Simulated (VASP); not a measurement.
Write the native input for VASP 6.6.1 that does the following.

```yaml
Task: single point
Functional: LDA
Potentials_or_basis: VASP PAW LDA potentials, release 64 (K_sv)
Cutoff: 520 eV
k_mesh: 7 × 7 × 7
Occupations: fermi-dirac, width 0.05 eV
Spin: no spin polarisation
Dipole_correction: no
Further_INCAR_settings: ALGO = Fast; EDIFF = 1e-06; NBANDS = 10
```

The structure of K lies in POSCAR:

```
K
1.0
   -2.7330567785      2.7330567785      2.7330567785
    2.7330567785     -2.7330567785      2.7330567785
    2.7330567785      2.7330567785     -2.7330567785
K
1
Direct
    0.0000000000      0.0000000000      0.0000000000
```

One way to write it, as run:

INCAR

```
  PREC = Accurate
  ENCUT = 520
  EDIFF = 1E-6
  ISMEAR = -1
  SIGMA = 0.05
  LREAL = False
  LASPH = True
  NELM = 100
  ALGO = Fast
  ISIF = 2
  LWAVE = False
  LCHARG = False
  NBANDS = 10
```

KPOINTS

```
Automatic mesh
0
Gamma
  7 7 7
```

Potentials or basis: VASP PAW LDA potentials, release 64 (K_sv).

Run with:

```sh
$ cat potpaw_LDA.64/K_sv/POTCAR > POTCAR
$ mpirun -np 1 vasp_std > vasp.out
```

It gave:

The pressure is -0.7 GPa.

Run time: 35 s on 1 thread of AMD EPYC 7R13 (shared host), peak memory 0.13 GiB.
